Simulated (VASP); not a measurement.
Wanted: the native input for a VASP 6.6.1 run.

```
Task                   : single point
Functional             : r2SCAN
Potentials or basis    : VASP PAW PBE potentials, release 64 (Mg, S)
Cutoff                 : 520 eV
k mesh                 : 8 × 8 × 8
Occupations            : fermi-dirac, width 0.02 eV
Spin                   : no spin polarisation
Dipole correction      : no
Further INCAR settings : ALGO = Normal; EDIFF = 1e-07; NBANDS = 11
```

Crystal: MgS (Niningerite).

```
Mg S
1.0
     0.00000    2.60246    2.60246
     2.60246    0.00000    2.60246
     2.60246    2.60246    0.00000
Mg S
1 1
Cartesian
  0.0000 0.0000 0.0000
  2.6025 2.6025 2.6025
```

The input as run:

POSCAR

```
MgS
1.0
    0.0000000000      2.6024618725      2.6024618725
    2.6024618725      0.0000000000      2.6024618725
    2.6024618725      2.6024618725      0.0000000000
Mg S
1 1
Direct
    0.0000000000      0.0000000000      0.0000000000
    0.5000000000      0.5000000000      0.5000000000
```

INCAR.step1

```
PREC = Accurate
ENCUT = 520
ISMEAR = -1
SIGMA = 0.02
LREAL = F
LASPH = T
NELM = 100
NBANDS = 11
GGA = PE
ALGO = Normal
EDIFF = 1E-4
LWAVE = T
LCHARG = F
```

INCAR.step2

```
PREC = Accurate
ENCUT = 520
EDIFF = 1E-7
ISMEAR = -1
SIGMA = 0.02
LREAL = F
LASPH = T
NELM = 100
ALGO = Normal
ISIF = 2
LWAVE = F
LCHARG = F
METAGGA = R2SCAN
LMIXTAU = T
NBANDS = 11
ISTART = 1
```

KPOINTS

```
regular mesh
0
Gamma
  8 8 8
```

Potentials or basis: VASP PAW PBE potentials, release 64 (Mg, S).

Run with:

```console
$ cat potpaw_PBE.64/Mg/POTCAR potpaw_PBE.64/S/POTCAR > POTCAR
$ cp INCAR.step1 INCAR
$ mpirun -np 1 vasp_std > vasp.out
$ cp INCAR.step2 INCAR
$ mpirun -np 1 vasp_std > vasp.out
```

It gave:

```
Pressure               : -0.6 GPa
Band gap on the k mesh : 3.43 eV, indirect (least direct gap 4.61 eV)
```

Caveat: the PAW data sets were made with another functional, which shifts forces and pressure a little.

It took 37 s on 1 thread of Intel(R) Xeon(R) Platinum 8559C (Emerald Rapids), on a shared host, peak memory 0.16 GiB.
